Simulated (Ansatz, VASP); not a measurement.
# Two plane-wave programs on Si2W

File INCAR:

```
SYSTEM = Si2W
  PREC = Accurate
  ENCUT = 520
  EDIFF = 1E-7
  ISMEAR = -1
  SIGMA = 0.08
  LREAL = .FALSE.
  LASPH = .TRUE.
  NELM = 100
  ALGO = Normal
  ISIF = 2
  LWAVE = .FALSE.
  LCHARG = .FALSE.
  GGA = CA
  NBANDS = 18
```

The input KPOINTS:

```
Automatic mesh
0
G
  14 14 14
  0 0 0
```

The input POSCAR:

```
Si2W
1.0
   -1.5209812317      1.5209812317      3.7489795369
    1.5209812317     -1.5209812317      3.7489795369
    1.5209812317      1.5209812317     -3.7489795369
W Si
1 2
Direct
    0.0000000000      0.0000000000      0.0000000000
    0.3327436267      0.3327436267      0.0000000000
   -0.3327436267     -0.3327436267      0.0000000000
```

Input for Ansatz:

```yaml
crystal:
  lattice:
    - [-1.5209812317, 1.5209812317, 3.7489795369]
    - [1.5209812317, -1.5209812317, 3.7489795369]
    - [1.5209812317, 1.5209812317, -3.7489795369]
  atoms:
    - { symbol: W, position: [0.0, 0.0, 0.0] }
    - { symbol: Si, position: [0.3327436267, 0.3327436267, 0.0] }
    - { symbol: Si, position: [-0.3327436267, -0.3327436267, 0.0] }
kpoints:
  mp_grid: { grid: [14, 14, 14] }
scf:
  occupations: { method: fermi_dirac, width: 0.08 }
hamiltonian:
  xc: lda
  pseudopotentials: { kind: paw }
output:
  forces: true
  stress: true
  eigenvalues: true
  populations: true
  write_density: true
  write_potential: true
  elf: true
  volumetric_format: npy
```

Change from the starting cell: volume scaled by 0.88, PAW files.

Alike in both runs: task single point; functional LDA; k mesh 14 × 14 × 14; occupations fermi-dirac, width 0.08 eV; no spin polarisation.

```csv
,VASP,Ansatz
version,VASP 6.6.1,Ansatz 0.2.0
potentials or method,"VASP PAW LDA potentials, release 64 (W_sv, Si)","PAW with Ansatz's default frozen-core files, scalar-relativistic"
plane-wave cutoff (eV),520,420
valence electrons in the cell,22,22
```

Ansatz gave:

```
pressure (GPa)                                                : 40.1
traceless stress, the component that is largest in VASP (GPa) : 0.02
rms of the force components (eV/Å)                            : 0.000
```

Task: Which values does VASP return?

Result: Pressure (GPa): 41.4; traceless stress, the component that is largest in VASP (GPa): 0.07; rms of the force components (eV/Å): 0.009.

LDA's correlation is that of Perdew and Zunger in VASP and of Perdew and Wang (1992) in Ansatz. Atom by atom the forces differ by 0.009 eV/Å (rms over components). Both programs put the cell under a high pressure, so it lies far from rest at this level.

Spin-orbit coupling is off throughout.
